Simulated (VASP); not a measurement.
# Mn (I4/mmm) in VASP: notebook, part 2 of 2

VASP 6.6.1. The steps go on from the part before.

## (3) Single point, PBE, collinear spin, antiferromagnetic start (volume scaled by 1.08)

File INCAR:

```
SYSTEM = Mn
ALGO     = Normal         ! electronic algorithm
EDIFF    = 1E-6           ! SCF threshold, eV
ENCUT    = 520            ! plane-wave cutoff, eV
GGA      = PE             ! functional
ISIF     = 2              ! what is computed and relaxed
ISMEAR   = -1             ! smearing method
ISPIN    = 2              ! spin polarisation
LASPH    = .TRUE.         ! aspherical terms in the spheres
LCHARG   = .TRUE.         ! write CHGCAR
LELF     = .TRUE.         ! ELF
LMAXMIX  = 4              ! l up to which the mixer works
LORBIT   = 11             ! projections on sites
LREAL    = .FALSE.        ! projectors in reciprocal space
LVHAR    = .TRUE.       
LWAVE    = .FALSE.        ! write WAVECAR
MAGMOM   = 1.799 -1.799   ! initial moments
NBANDS   = 24             ! bands
NELM     = 150            ! most SCF steps
PREC     = Accurate       ! precision mode
SIGMA    = 0.05           ! smearing width, eV
```

File KPOINTS:

```
k-points
0
G
  14 14 10
  0 0 0
```

File POSCAR:

```
Mn
1.0
    2.6389346606      0.0000000000      0.0000000000
    0.0000000000      2.6389346606      0.0000000000
    0.0000000000      0.0000000000      3.5479226598
Mn
2
Direct
    1.0000000000      0.0000000000      0.0000000000
    0.5000000000      0.5000000000      0.5000000000
```

Potentials or basis: VASP PAW PBE potentials, release 64 (Mn_pv).

Run with:

```sh
$ cat potpaw_PBE.64/Mn_pv/POTCAR > POTCAR
$ mpirun -np 1 vasp_std > vasp.out
```

OUTCAR:

```text
SYSTEM = Mn
   EDIFF = 1E-6
   ENCUT = 520
   GGA = PE
   ISIF = 2
   ISMEAR = -1
   ISPIN = 2
   LASPH = .TRUE.
   LORBIT = 11
   LREAL = .FALSE.
   NELM = 150
   PREC = Accurate

 ion  position               nearest neighbor table
   1  0.000  0.000  0.000-   2 2.57   2 2.57   2 2.57   2 2.57   2 2.57   2 2.57   2 2.57   2 2.57

   2  0.500  0.500  0.500-   1 2.57   1 2.57   1 2.57   1 2.57   1 2.57   1 2.57   1 2.57   1 2.57

  LATTYP: Found a simple tetragonal cell.
 ALAT       =     2.6389346606
 C/A-ratio  =     1.3444526357

  Lattice vectors:

 A1 = (   2.6389346606,   0.0000000000,   0.0000000000)
 A2 = (   0.0000000000,   2.6389346606,   0.0000000000)
 A3 = (   0.0000000000,   0.0000000000,   3.5479226598)

Analysis of symmetry for initial positions (statically):
=====================================================================
 Subroutine PRICEL returns following result:

  LATTYP: Found a body centered tetragonal cell.
 ALAT       =     2.6389346606
 C/A-ratio  =     1.3444526357
[... 12 lines left out ...]
 Subroutine GETGRP returns: Found 16 space group operations
 (whereof 16 operations were pure point group operations)
 out of a pool of 16 trial point group operations.

The static configuration has the point symmetry D_4h.

Analysis of symmetry for dynamics (positions and initial velocities):
=====================================================================
 Subroutine PRICEL returns following result:

  LATTYP: Found a body centered tetragonal cell.
 ALAT       =     2.6389346606
 C/A-ratio  =     1.3444526357
[... 12 lines left out ...]
 Subroutine GETGRP returns: Found 16 space group operations
 (whereof 16 operations were pure point group operations)
 out of a pool of 16 trial point group operations.

The dynamic configuration has the point symmetry D_4h.

Analysis of structural, dynamic, and magnetic symmetry:
=====================================================================
 Subroutine PRICEL returns following result:

  LATTYP: Found a body centered tetragonal cell.
 ALAT       =     2.6389346606
 C/A-ratio  =     1.3444526357
[... 12 lines left out ...]
 Subroutine GETGRP returns: Found 16 space group operations
[... 143 lines left out ...]
 Free energy of the ion-electron system (eV)
  ---------------------------------------------------
  ext. energy  EPLUGINS =         0.00000000
  ---------------------------------------------------
  free energy    TOTEN  =       -17.89651215 eV

  energy without entropy =      -17.87657817  energy(sigma->0) =      -17.88654516

 E-fermi :   8.8816     XC(G=0): -13.1511

 val. band max:        8.8797922836   @ k =   0.2143   0.1429   0.4000
 cond. band min:       8.8924960055   @ k =   0.2143   0.1429   0.5000
 fundamental gap:      0.0127037218
 Fermi energy:         8.8816000040

 spin component 1

 k-point     1 :       0.0000    0.0000    0.0000
  band No.  band energies     occupation
      1     -40.2747      1.00000
      2     -39.9967      1.00000
      3     -39.9967      1.00000
      4     -37.8045      1.00000
      5     -37.6847      1.00000
      6     -37.6847      1.00000
[... 637 lines left out ...]
     23      25.5668      0.00000
     24      26.7615      0.00000

 [... further k-points ...]

 spin component 2

 k-point     1 :       0.0000    0.0000    0.0000
  band No.  band energies     occupation
      1     -40.2747      1.00000
      2     -39.9967      1.00000
      3     -39.9967      1.00000
      4     -37.8045      1.00000
      5     -37.6847      1.00000
      6     -37.6847      1.00000
[... 637 lines left out ...]
     23      25.5668      0.00000
     24      26.7615      0.00000

 [... further k-points ...]
[... 5 lines left out ...]
  --------------------------------------------------------------------------------------
  -------------------------------------------------------------------------------------
  Total       -1.4594680     -1.4594680     -1.2953720      0.0000000      0.0000000      0.0000000
  in kB      -94.6397850    -94.6397850    -83.9989143      0.0000000      0.0000000      0.0000000
  external PRESSURE =     -91.0928281 kB  Pullay stress =       0.0000000 kB

 VOLUME and BASIS-vectors are now :
 -----------------------------------------------------------------------------
  energy-cutoff  :      520.00
  volume of cell :       24.71
      direct lattice vectors                 reciprocal lattice vectors
     2.638934661  0.000000000  0.000000000     0.378940796  0.000000000  0.000000000
     0.000000000  2.638934661  0.000000000     0.000000000  0.378940796  0.000000000
     0.000000000  0.000000000  3.547922660     0.000000000  0.000000000  0.281855073

 POSITION                                       TOTAL-FORCE (eV/Angst)
 -----------------------------------------------------------------------------------
      0.00000      0.00000      0.00000         0.000000      0.000000      0.000000
      1.31947      1.31947      1.77396        -0.000000     -0.000000      0.000000
 -----------------------------------------------------------------------------------
    total drift:                               -0.000000      0.000000      0.000000

  FREE ENERGIE OF THE ION-ELECTRON SYSTEM (eV)
  ---------------------------------------------------
  free  energy   TOTEN  =       -17.8965121516 eV

  energy  without entropy=      -17.8765781738  energy(sigma->0) =      -17.88654516

 total charge

# of ion       s       p       d       tot
------------------------------------------
    1        0.383   6.331   5.028  11.743
    2        0.383   6.331   5.028  11.743
--------------------------------------------------
tot          0.766  12.663  10.056  23.485

 magnetization (x)

# of ion       s       p       d       tot
------------------------------------------
    1        0.027   0.035   2.176   2.238
    2       -0.027  -0.035  -2.176  -2.238
--------------------------------------------------
tot          0.000   0.000   0.000   0.000
```

Run time: 2.2 min. Hardware: 1 thread of Intel Xeon 6975P-C, shared host; peak memory 0.28 GiB.

Results:

```
Free energy                                           : -17.8965 eV
Pressure                                              : -9.1 GPa
Band gap on the k mesh                                : zero (filled and empty bands overlap)
Net moment                                            : 0.00 μB per cell
Site moments                                          : Mn +2.24, -2.24 μB
Valence electrons inside the program's atomic spheres : Mn 11.74
```

Stress tensor (GPa, compression positive):
```
-9.46  0.00  0.00
 0.00 -9.46  0.00
 0.00  0.00 -8.40
```

Levels at points of the mesh, in eV from the Fermi level:
Spin up:
```tsv
k point	band 11	band 12	band 13	band 14	band 15	band 16
(0.00, 0.00, 0.00)	-1.43	-0.52	-0.48	0.78	2.05	2.05
(0.50, 0.00, 0.00)	-1.37	-0.92	-0.73	-0.69	1.03	1.42
(0.50, 0.50, 0.00)	0.66	0.96	1.95	1.95	2.03	2.46
(0.00, 0.00, 0.50)	-1.22	-1.01	-1.01	-0.42	0.81	1.05
(0.50, 0.00, 0.50)	-1.43	-0.13	0.12	0.23	0.82	1.91
(0.50, 0.50, 0.50)	-1.24	-1.24	-0.82	0.66	1.51	2.47
```
Spin down:
```csv
k point,band 11,band 12,band 13,band 14,band 15,band 16
"(0.00, 0.00, 0.00)",-1.43,-0.52,-0.48,0.78,2.05,2.05
"(0.50, 0.00, 0.00)",-1.37,-0.92,-0.73,-0.69,1.03,1.42
"(0.50, 0.50, 0.00)",0.66,0.96,1.95,1.95,2.03,2.46
"(0.00, 0.00, 0.50)",-1.22,-1.01,-1.01,-0.42,0.81,1.05
"(0.50, 0.00, 0.50)",-1.43,-0.13,0.12,0.23,0.82,1.91
"(0.50, 0.50, 0.50)",-1.24,-1.24,-0.82,0.66,1.51,2.47
```

Caveat: the cell differs from its parent crystal (volume scaled by 1.08).

## (4) Single point, PBE, collinear spin, antiferromagnetic start (volume scaled by 1.12)

File INCAR:

```
PREC = Accurate ; ENCUT = 520
EDIFF = 1E-6 ; ISMEAR = -1
SIGMA = 0.05 ; LREAL = False
LASPH = True ; NELM = 150
ALGO = Normal ; ISIF = 2
LWAVE = False ; LCHARG = True
ISPIN = 2 ; MAGMOM = 1.799 -1.799
LORBIT = 11 ; LMAXMIX = 4
GGA = PE ; LELF = True
LVHAR = True ; NBANDS = 24
```

File KPOINTS:

```
Automatic mesh
0
Gamma
  14 14 10
```

File POSCAR:

```
Mn
1.0
    2.6711199626      0.0000000000      0.0000000000
    0.0000000000      2.6711199626      0.0000000000
    0.0000000000      0.0000000000      3.5911942739
Mn
2
Direct
    1.0000000000      0.0000000000      0.0000000000
    0.5000000000      0.5000000000      0.5000000000
```

Run with:

```sh
$ cat potpaw_PBE.64/Mn_pv/POTCAR > POTCAR
$ mpirun -np 1 vasp_std > vasp.out
```

Wall time 2.2 min (1 thread of Intel Xeon 6975P-C, shared host); peak memory 0.28 GiB.

Results (log left out):

| Item | Value |
| --- | --- |
| Free energy | -17.8358 eV |
| Pressure | -12.1 GPa |
| Band gap on the k mesh | zero (filled and empty bands overlap) |
| Net moment | 0.00 μB per cell |
| Site moments | Mn +2.40, -2.40 μB |
| Valence electrons inside the program's atomic spheres | Mn 11.69 |

Stress tensor (GPa, compression positive):
```
-12.56   0.00   0.00
  0.00 -12.56   0.00
  0.00   0.00 -11.07
```

Levels at points of the mesh, in eV from the Fermi level:
Spin up:
```
           k point  band 11  band 12  band 13  band 14  band 15  band 16
(0.00, 0.00, 0.00)    -1.49    -0.66    -0.44     0.74     1.99     1.99
(0.50, 0.00, 0.00)    -1.46    -0.87    -0.83    -0.57     1.07     1.44
(0.50, 0.50, 0.00)     0.45     0.82     1.86     1.86     1.98     2.30
(0.00, 0.00, 0.50)    -1.22    -1.13    -1.13    -0.57     0.86     1.08
(0.50, 0.00, 0.50)    -1.48    -0.07     0.03     0.14     0.67     1.85
(0.50, 0.50, 0.50)    -1.16    -1.16    -0.96     0.45     1.54     2.44
```
Spin down:
| k point | band 11 | band 12 | band 13 | band 14 | band 15 | band 16 |
| --- | --- | --- | --- | --- | --- | --- |
| (0.00, 0.00, 0.00) | -1.49 | -0.66 | -0.44 | 0.74 | 1.99 | 1.99 |
| (0.50, 0.00, 0.00) | -1.46 | -0.87 | -0.83 | -0.57 | 1.07 | 1.44 |
| (0.50, 0.50, 0.00) | 0.45 | 0.82 | 1.86 | 1.86 | 1.98 | 2.30 |
| (0.00, 0.00, 0.50) | -1.22 | -1.13 | -1.13 | -0.57 | 0.86 | 1.08 |
| (0.50, 0.00, 0.50) | -1.48 | -0.07 | 0.03 | 0.14 | 0.67 | 1.85 |
| (0.50, 0.50, 0.50) | -1.16 | -1.16 | -0.96 | 0.45 | 1.54 | 2.44 |

Caveat: the cell differs from its parent crystal (volume scaled by 1.12).

## (5) Single point, PBE, collinear spin, antiferromagnetic start

This run uses another cell than the first one, of 11.44 Å³/atom, 0.962 times its volume.

File INCAR:

```
SYSTEM = Mn
PREC     = Accurate       ! precision mode
ENCUT    = 500            ! plane-wave cutoff, eV
EDIFF    = 1E-6           ! SCF threshold, eV
ISMEAR   = -1             ! smearing method
SIGMA    = 0.1            ! smearing width, eV
LREAL    = .FALSE.        ! projectors in reciprocal space
LASPH    = .TRUE.         ! aspherical terms in the spheres
NELM     = 200            ! most SCF steps
ALGO     = Normal         ! electronic algorithm
ISIF     = 2              ! what is computed and relaxed
LWAVE    = .FALSE.        ! write WAVECAR
LCHARG   = .FALSE.        ! write CHGCAR
ISPIN    = 2              ! spin polarisation
MAGMOM   = 1.799 -1.799   ! initial moments
LORBIT   = 11             ! projections on sites
LMAXMIX  = 4              ! l up to which the mixer works
GGA      = PE             ! functional
NBANDS   = 24             ! bands
GGA_COMPAT= .FALSE.
```

File KPOINTS:

```
Automatic mesh
0
G
  6 6 5
  0 0 0
```

File POSCAR:

```
Mn
1.0
    2.5721017014      0.0000000000      0.0000000000
    0.0000000000      2.5721017014      0.0000000000
    0.0000000000      0.0000000000      3.4580736772
Mn
2
Direct
    1.0000000000      0.0000000000      0.0000000000
    0.5000000000      0.5000000000      0.5000000000
```

Run with:

```sh
$ cat potpaw_PBE.64/Mn_pv/POTCAR > POTCAR
$ mpirun -np 1 vasp_std > vasp.out
```

Run time: 16 s. Hardware: 1 thread of Intel Xeon Platinum 8559C (Emerald Rapids), shared host; peak memory 0.15 GiB.

It converged, with:

```
Free energy                                           : -17.9787 eV
Pressure                                              : 1.4 GPa
Band gap on the k mesh                                : zero (filled and empty bands overlap)
Net moment                                            : 0.00 μB per cell
Site moments                                          : Mn +1.91, -1.91 μB
Valence electrons inside the program's atomic spheres : Mn 11.87
```

Stress tensor (GPa, compression positive):
```
1.70 0.00 0.00
0.00 1.70 0.00
0.00 0.00 0.94
```

Levels at points of the mesh, in eV from the Fermi level:
Spin up:
```tsv
k point	band 10	band 11	band 12	band 13	band 14	band 15	band 16	band 17
(0.00, 0.00, 0.00)	-1.41	-1.41	-0.61	-0.31	0.82	2.14	2.14	2.31
(0.50, 0.00, 0.00)	-2.54	-1.24	-1.20	-1.00	-0.52	0.86	1.30	2.42
(0.50, 0.50, 0.00)	-3.70	1.01	1.17	2.10	2.11	2.11	2.50	2.75
```
Spin down:
```
           k point  band 10  band 11  band 12  band 13  band 14  band 15  band 16  band 17
(0.00, 0.00, 0.00)    -1.41    -1.41    -0.61    -0.31     0.82     2.14     2.14     2.31
(0.50, 0.00, 0.00)    -2.54    -1.24    -1.20    -1.00    -0.52     0.86     1.30     2.42
(0.50, 0.50, 0.00)    -3.70     1.01     1.17     2.10     2.11     2.11     2.50     2.75
```

Caveat: the k points lie up to 0.41 Å⁻¹ apart.

## (6) Summary

| cell | k mesh | cutoff (eV) | smearing | gap on the mesh (eV) | pressure (GPa) | moment (μB) |
| --- | --- | --- | --- | --- | --- | --- |
| a = 2.606, b = 2.606, c = 3.504 Å, 2 atoms | 14 × 14 × 10 | 520 | fermi-dirac 0.05 eV | none | -4.9 | 0.00 |
| a = 2.639, b = 2.639, c = 3.548 Å, 2 atoms | 14 × 14 × 10 | 520 | fermi-dirac 0.05 eV | none | -9.1 | 0.00 |
| a = 2.671, b = 2.671, c = 3.591 Å, 2 atoms | 14 × 14 × 10 | 520 | fermi-dirac 0.05 eV | none | -12.1 | 0.00 |
| a = 2.572, b = 2.572, c = 3.458 Å, 2 atoms | 6 × 6 × 5 | 500 | fermi-dirac 0.1 eV | none | 1.4 | 0.00 |

Alike in all rows: task single point; level PBE; potentials or basis VASP PAW PBE potentials, release 64 (Mn_pv); spin collinear, antiferromagnetic start.

Caveats: some runs use coarse meshes.

Absolute energies hang on the potentials; compare differences alone.
